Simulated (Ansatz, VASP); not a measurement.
## One calculation of ZrSi3, two programs

```
CELL_PARAMETERS angstrom
4.08095 0.00000 0.00000
0.00000 4.08095 0.00000
0.00000 0.00000 4.08095
ATOMIC_POSITIONS crystal
Zr 0.00000 0.00000 0.00000
Si 0.00000 0.50000 0.50000
Si 0.50000 0.50000 0.00000
Si 0.50000 0.00000 0.50000
```

Alike in both runs: task single point; functional PBE; k mesh 8 × 8 × 8; occupations gaussian, width 0.05 eV; no spin polarisation.

|  | VASP | Ansatz |
| --- | --- | --- |
| version | VASP 6.6.1 | Ansatz 0.2.0 |
| potentials or method | VASP PAW PBE potentials, release 64 (Zr_sv, Si), cutoff 520 eV | scalar-relativistic, plane waves, PAW |
| valence electrons in the cell | 24 | 24 |

```tsv
	VASP	Ansatz	Ansatz less VASP
gap on the k mesh at the Fermi level (eV)	none	none	-
pressure (GPa)	-6.7	-6.7	-0.01
```

A gap of «none» marks a metal or a gap that the smearing closes. The functional is the same, so the differences come from potentials, cutoffs and numerics.
